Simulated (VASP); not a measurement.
Write the native input for VASP 6.6.1 that does the following.

```
Task                   : single point
Functional             : LDA
Potentials or basis    : VASP PAW LDA potentials, release 64 (Ti_sv)
Cutoff                 : 520 eV
k mesh                 : 11 × 11 × 11
Occupations            : fermi-dirac, width 0.05 eV
Spin                   : no spin polarisation
Dipole correction      : no
Further INCAR settings : ALGO = Normal; EDIFF = 1e-07; NBANDS = 12
```

The structure of Ti lies in POSCAR:

```
Ti
1.0
    0.0000000000      1.9998488382      1.9998488382
    1.9998488382      0.0000000000      1.9998488382
    1.9998488382      1.9998488382      0.0000000000
Ti
1
Direct
    0.0000000000      0.0000000000      0.0000000000
```

One way to write it, as run:

INCAR

```
SYSTEM = Ti
ALGO = Normal ; EDIFF = 1E-7
ENCUT = 520 ; GGA = CA
ISIF = 2 ; ISMEAR = -1
LASPH = .True. ; LCHARG = .False.
LREAL = .False. ; LWAVE = .False.
NBANDS = 12 ; NELM = 80
PREC = Accurate ; SIGMA = 0.05
```

KPOINTS

```
k-points
0
Gamma
  11 11 11
  0 0 0
```

Potentials or basis: VASP PAW LDA potentials, release 64 (Ti_sv).

Command:

```sh
$ cat potpaw_LDA.64/Ti_sv/POTCAR > POTCAR
$ mpirun -np 1 vasp_std > vasp.out
```

Results of the run:

The pressure is -0.2 GPa and the band gap on the k mesh is zero (band 6 reaches 9.78 eV, above the bottom of band 7 at 8.59 eV).

It took 16 s on 1 thread of AMD EPYC 7R43 64-Core Processor (Zen 3), on a shared host, peak memory 0.1 GiB.
